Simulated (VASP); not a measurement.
# Ir (Fm-3m) in VASP: further runs, part 2 of 2

VASP 6.6.1.

## (3) Relaxation of cell and atoms, PBE

Input file INCAR:

```
PREC = Accurate
ENCUT = 500
EDIFF = 1E-7
ISMEAR = 0
SIGMA = 0.1
LREAL = False
LASPH = True
NELM = 120
ALGO = Normal
ISIF = 3
LWAVE = False
LCHARG = False
GGA = PE
IBRION = 2
NSW = 100
EDIFFG = -0.002
GGA_COMPAT = False
NELMIN = 4
```

Input file KPOINTS:

```
regular mesh
0
Gamma
  18 18 18
```

Input file POSCAR:

```
Ir
1.0
    0.0000000000      1.9378957047      1.9378957047
    1.9378957047      0.0000000000      1.9378957047
    1.9378957047      1.9378957047      0.0000000000
Ir
1
Direct
    0.0000000000      0.0000000000      0.0000000000
```

Potentials or basis: VASP PAW PBE potentials, release 64 (Ir).

Started as:

```
> cat potpaw_PBE.64/Ir/POTCAR > POTCAR
> mpirun -np 1 vasp_std > vasp.out
```

OUTCAR:

```text
PREC = Accurate
   ENCUT = 500
   EDIFF = 1E-7
   ISMEAR = 0
   LREAL = False
   LASPH = True
   NELM = 120
   ISIF = 3
   GGA = PE
   IBRION = 2
   NSW = 100
   EDIFFG = -0.002
   NELMIN = 4

 ion  position               nearest neighbor table
   1  0.000  0.000  0.000-

  LATTYP: Found a face centered cubic cell.
 ALAT       =     3.8757914094

  Lattice vectors:

 A1 = (   0.0000000000,   1.9378957047,   1.9378957047)
 A2 = (   1.9378957047,   0.0000000000,   1.9378957047)
 A3 = (   1.9378957047,   1.9378957047,   0.0000000000)

Analysis of symmetry for initial positions (statically):
=====================================================================
 Subroutine PRICEL returns:
 Original cell was already a primitive cell.

 Routine SETGRP: Setting up the symmetry group for a
 face centered cubic supercell.

 Subroutine GETGRP returns: Found 48 space group operations
 (whereof 48 operations were pure point group operations)
 out of a pool of 48 trial point group operations.

The static configuration has the point symmetry O_h .

Analysis of symmetry for dynamics (positions and initial velocities):
=====================================================================
 Subroutine PRICEL returns:
 Original cell was already a primitive cell.

 Routine SETGRP: Setting up the symmetry group for a
 face centered cubic supercell.

 Subroutine GETGRP returns: Found 48 space group operations
 (whereof 48 operations were pure point group operations)
 out of a pool of 48 trial point group operations.

The dynamic configuration has the point symmetry O_h .

 Subroutine INISYM returns: Found 48 space group operations
 (whereof 48 operations are pure point group operations),
 and found     1 'primitive' translations

----------------------------------------------------------------------------------------

[... 114 lines left out ...]
   LORBIT       =      0    0 simple, 1 ext, 2 COOP (PROOUT), +10 PAW based schemes
   GGA     = PE    functional components
   LHFCALC =     F    Hartree Fock is set to
   AEXX    =    0.0000 exact exchange contribution
   IVDW    =     0    specifies the selected vdW correction
   LEPSILON=     F    determine dielectric tensor
   LRPA    =     F    only Hartree local field effects (RPA)
 conjugate gradient relaxation of ions
 non-spin polarized calculation
 Gauss-broadening in eV      SIGMA  =   0.10
  energy-cutoff  :      500.00
  volume of cell :       14.56
 maximum number of plane-waves:       380
   NGX =  9   NGY =  9   NGZ =  9

--------------------------------------- Ionic step        1  -------------------------------------------

 number of electron       9.0000000 magnetization

 Free energy of the ion-electron system (eV)
  ---------------------------------------------------
  ext. energy  EPLUGINS =         0.00000000
  ---------------------------------------------------
  free energy    TOTEN  =        -8.85356962 eV

  energy without entropy =       -8.84816504  energy(sigma->0) =       -8.85086733

------------------------ aborting loop because EDIFF is reached ----------------------------------------

  FORCE on cell =-STRESS in cart. coord.  units (eV):
  Direction    XX          YY          ZZ          XY          YZ          ZX
  --------------------------------------------------------------------------------------
  -------------------------------------------------------------------------------------
  Total       -0.0847588     -0.0847588     -0.0847588      0.0000000      0.0000000     -0.0000000
  in kB       -9.3298409     -9.3298409     -9.3298409      0.0000000      0.0000000     -0.0000000
  external PRESSURE =      -9.3298409 kB  Pullay stress =       0.0000000 kB
[... 22 lines left out ...]
--------------------------------------- Ionic step        2  -------------------------------------------

 number of electron       9.0000000 magnetization

 E-fermi :  10.1603     XC(G=0): -13.8921

 val. band max:       10.1569685631   @ k =   0.5000   0.2222   0.1111
 cond. band min:      10.1652835460   @ k =   0.3333   0.1111   0.0556
 fundamental gap:      0.0083149829
 Fermi energy:        10.1603415902

 k-point     1 :       0.0000    0.0000    0.0000
  band No.  band energies     occupation
      1      -0.8182      2.00000
      2       6.3372      2.00000
      3       6.3372      2.00000
      4       6.3372      2.00000
      5       8.9577      2.00000
      6       8.9577      2.00000
      7      24.4842      0.00000
      8      29.9746      0.00000
[... 287 lines left out ...]
--------------------------------------- Ionic step        3  -------------------------------------------

 number of electron       9.0000000 magnetization

 Free energy of the ion-electron system (eV)
  ---------------------------------------------------
  ext. energy  EPLUGINS =         0.00000000
  ---------------------------------------------------
  free energy    TOTEN  =        -8.85368848 eV

  energy without entropy =       -8.84831321  energy(sigma->0) =       -8.85100084

 E-fermi :   9.9957     XC(G=0): -13.8354

 val. band max:        9.9930849858   @ k =   0.5000   0.2222   0.1111
 cond. band min:      10.0000726660   @ k =   0.3333   0.1111   0.0556
 fundamental gap:      0.0069876802
 Fermi energy:         9.9957198187

 k-point     1 :       0.0000    0.0000    0.0000
  band No.  band energies     occupation
      1      -0.8791      2.00000
      2       6.2294      2.00000
      3       6.2294      2.00000
      4       6.2294      2.00000
      5       8.8100      2.00000
      6       8.8100      2.00000
      7      24.3388      0.00000
      8      29.7725      0.00000
[... 281 lines left out ...]
  FREE ENERGIE OF THE ION-ELECTRON SYSTEM (eV)
  ---------------------------------------------------
  free  energy   TOTEN  =        -8.8536884765 eV

  energy  without entropy=       -8.8483132093  energy(sigma->0) =       -8.85100084

 reached required accuracy - stopping structural energy minimisation
```

OSZICAR:

```text
N       E                     dE             d eps       ncg     rms          rms(c)
DAV:   1     0.436344255012E+02    0.43634E+02   -0.43887E+03  3168   0.987E+02
DAV:   2    -0.877397973629E+01   -0.52408E+02   -0.50520E+02  3144   0.206E+02
[... 21 lines left out ...]
DAV:   1    -0.885829625538E+01   -0.60688E-02   -0.17622E-01  3344   0.693E+00    0.582E-01
DAV:   2    -0.885413949400E+01    0.41568E-02   -0.10962E-02  3424   0.144E+00    0.218E-01
DAV:   3    -0.885368921864E+01    0.45028E-03   -0.20671E-03  3792   0.569E-01    0.748E-02
DAV:   4    -0.885368784281E+01    0.13758E-05   -0.43055E-05  4096   0.716E-02    0.551E-03
DAV:   5    -0.885368834982E+01   -0.50701E-06   -0.97890E-07  4296   0.730E-03    0.186E-03
DAV:   6    -0.885368846744E+01   -0.11762E-06   -0.41910E-08  2560   0.168E-03    0.159E-04
DAV:   7    -0.885368847650E+01   -0.90660E-08   -0.17080E-09  1632   0.468E-04
   3 F= -.88536885E+01 E0= -.88510008E+01  d E =-.118855E-03
```

CONTCAR:

```text
Ir
   1.00000000000000
     0.0000000000000000    1.9361317382510557    1.9361317382510557
     1.9361317382510557    0.0000000000000000    1.9361317382510557
     1.9361317382510557    1.9361317382510557    0.0000000000000000
  Ir
     1
Direct
     0.0000000000000000    0.0000000000000000    0.0000000000000000

  0.00000000E+00  0.00000000E+00  0.00000000E+00
```

It took 16 s on 1 thread of Intel Xeon 6975P-C (Granite Rapids), shared host; peak memory 0.15 GiB.

What came out:

```
Free energy                            : -8.8537 eV
Relaxed volume                         : 14.52 Å³/atom
Relaxed cell                           : a = 2.738 Å, b = 2.738 Å, c = 2.738 Å, α = 60.00°, β = 60.00°, γ = 60.00°
Space group after relaxing (to 0.05 Å) : Fm-3m (No. 225)
Energy gained by relaxing              : 0.1 meV/atom
Ionic steps                            : 3
Pressure after relaxing                : 0.0 GPa
```

Step by step:
| step | energy change (eV) | largest force (eV/Å) | pressure (GPa) | volume (Å³) |
| --- | --- | --- | --- | --- |
| 1 | 0.0000 | 0.0000 | -0.93 | 14.56 |
| 2 | 0.0013 | 0.0000 | 3.45 | 14.38 |
| 3 | -0.0001 | 0.0000 | 0.01 | 14.52 |

Final structure:
```
CELL_PARAMETERS angstrom
0.00000 1.93613 1.93613
1.93613 0.00000 1.93613
1.93613 1.93613 0.00000
ATOMIC_POSITIONS crystal
Ir 0.00000 0.00000 0.00000
```

Levels at points of the mesh, in eV from the Fermi level:
```tsv
k point	band 2	band 3	band 4	band 5	band 6	band 7
(0.00, 0.00, 0.00)	-3.77	-3.77	-3.77	-1.19	-1.19	14.34
(0.50, 0.00, 0.00)	-3.86	-3.86	-0.72	0.82	0.82	6.97
(0.50, 0.50, 0.00)	-7.09	0.79	1.37	1.37	1.67	10.13
```

Caveat: spin-orbit coupling is left out, which moves the levels of the heavy elements.
